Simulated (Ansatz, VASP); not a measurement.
# CdSe: VASP beside Ansatz

```xyz
2
Lattice="0.0000 3.0703 3.0703 3.0703 0.0000 3.0703 3.0703 3.0703 0.0000" Properties=species:S:1:pos:R:3 pbc="T T T"
Cd    0.0000    0.0000    0.0000
Se    1.5351    1.5351    1.5351
```

Alike in both runs: task single point; functional PBE; k mesh 8 × 8 × 8; occupations gaussian, width 0.018 eV; no spin polarisation.

|  | VASP | Ansatz |
| --- | --- | --- |
| version | VASP 6.6.1 | Ansatz 0.2.0 |
| potentials or method | VASP PAW PBE potentials, release 64 (Cd, Se), cutoff 520 eV | all-electron LAPW, scalar-relativistic |

VASP gave:

* gap on the k mesh at the Fermi level (eV): 0.55
* least direct gap on the mesh (eV): 0.55
* pressure (GPa): 1.6

Q: Which values does Ansatz return?

A: gap on the k mesh at the Fermi level (eV): 0.55; least direct gap on the mesh (eV): 0.55; pressure (GPa): 1.3.

Ansatz ran all-electron here, and VASP with PAW potentials.
